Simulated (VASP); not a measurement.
Ir: single point with BLYP

Ir:

```
Ir
1.0
     0.00000    2.75125    2.75125
     2.75125    0.00000    2.75125
     2.75125    2.75125    0.00000
Ir
2
Direct
  0.12500 0.12500 0.12500
  0.87500 0.87500 0.87500
```

This cell differs from its parent crystal: volume scaled by 0.92.

```
Program                : VASP 6.6.1
Task                   : single point
Functional             : BLYP
Potentials or basis    : VASP PAW PBE potentials, release 64 (Ir)
Cutoff                 : 520 eV
k mesh                 : 11 × 11 × 11
Occupations            : fermi-dirac, width 0.1 eV
Spin                   : no spin polarisation
Dipole correction      : no
Further INCAR settings : ALGO = Normal; EDIFF = 1e-07; NBANDS = 16
```

* Pressure: 17.0 GPa
* Band gap on the k mesh: zero (band 9 reaches 7.20 eV, above the bottom of band 10 at 5.68 eV)

Levels at points of the mesh, in eV from the Fermi level:
```tsv
k point	band 7	band 8	band 9	band 10	band 11	band 12
(0.00, 0.00, 0.00)	-1.83	-1.83	-1.83	0.84	0.84	11.29
```

Wall time 27 s on 1 thread of Intel(R) Xeon(R) 6975P-C (Granite Rapids), on a shared host, peak memory 0.18 GiB.

Caveat: the PAW data sets were made with another functional, which shifts forces and pressure a little; spin-orbit coupling is left out, which moves the levels of the heavy elements.
